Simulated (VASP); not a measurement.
## Ag: single point with PBEsol

Ag:

```
Ag
1.0
     2.61175    0.00000    0.00000
     0.00000    2.61175    0.00000
     0.00000    0.00000    2.61175
Ag
1
Cartesian
  0.0000 0.0000 0.0000
```

This cell differs from its parent crystal: volume scaled by 0.92.

```yaml
Program: VASP 6.6.1
Task: single point
Functional: PBEsol
Potentials_or_basis: VASP PAW PBE potentials, release 64 (Ag)
Cutoff: 520 eV
k_mesh: 16 × 16 × 16
Occupations: fermi-dirac, width 0.05 eV
Spin: no spin polarisation
```

```yaml
Pressure: 8.9 GPa
```

Levels at points of the mesh, in eV from the Fermi level:
```
           k point  band 1  band 2  band 3  band 4  band 5  band 6  band 7  band 8  band 9  band 10
(0.00, 0.00, 0.00)   -7.31   -6.42   -6.42   -2.64   -2.64   -2.64   15.10   15.10   15.10    20.94
(0.50, 0.00, 0.00)   -6.04   -5.71   -3.89   -3.89   -2.52   -0.92    2.39   17.62   20.09    20.97
(0.50, 0.50, 0.00)   -6.47   -5.44   -3.66   -3.66   -1.67    4.05    4.05    9.02   10.38    22.61
(0.50, 0.50, 0.50)   -5.78   -5.78   -5.78   -1.59   -1.59    9.40    9.40    9.40   10.26    15.65
```

Run time: 12 s on 1 thread of Intel Xeon 6975P-C (shared host), peak memory 0.15 GiB.

Caveat: the PAW data sets were made with another functional, which shifts forces and pressure a little.
